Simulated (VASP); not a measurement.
Mg: single point with LDA

The system is Mg.

```xyz
2
Lattice="3.1325 0.0000 0.0000 -1.5663 2.7128 0.0000 0.0000 0.0000 5.0849" Properties=species:S:1:pos:R:3 pbc="T T T"
Mg    0.0000    1.8086    1.2712
Mg    1.5663    0.9043    3.8137
```

* Program: VASP 6.6.1
* Task: single point
* Functional: LDA
* Potentials or basis: VASP PAW LDA potentials, release 64 (Mg)
* Cutoff: 520 eV
* k mesh: 12 × 12 × 6
* Occupations: methfessel-paxton, width 0.6 eV
* Spin: no spin polarisation
* Dipole correction: no
* Further INCAR settings: ALGO = Normal; EDIFF = 1e-06; NBANDS = 9

```
Pressure               : -0.3 GPa
Band gap on the k mesh : zero (band 2 reaches 3.81 eV, above the bottom of band 3 at 1.52 eV)
```

Stress tensor (GPa, compression positive):
```
-0.15  0.00  0.00
 0.00 -0.15  0.00
 0.00  0.00 -0.68
```

Levels at points of the mesh, in eV from the Fermi level:
| k point | band 1 | band 2 | band 3 | band 4 | band 5 | band 6 |
| --- | --- | --- | --- | --- | --- | --- |
| (0.00, 0.00, 0.00) | -7.18 | -1.74 | -1.26 | 11.25 | 11.25 | 11.42 |
| (0.50, 0.00, 0.00) | -2.22 | -2.19 | 2.75 | 3.10 | 3.42 | 3.83 |
| (0.00, 0.00, 0.50) | -5.73 | -5.73 | 5.21 | 5.21 | 12.01 | 12.01 |
| (0.50, 0.00, 0.50) | -1.14 | -1.14 | -0.44 | -0.44 | 8.25 | 8.25 |

Run time: 11 s on 1 thread of Intel(R) Xeon(R) Platinum 8375C CPU @ 2.90GHz (Ice Lake), with other jobs on the host, peak memory 0.15 GiB.
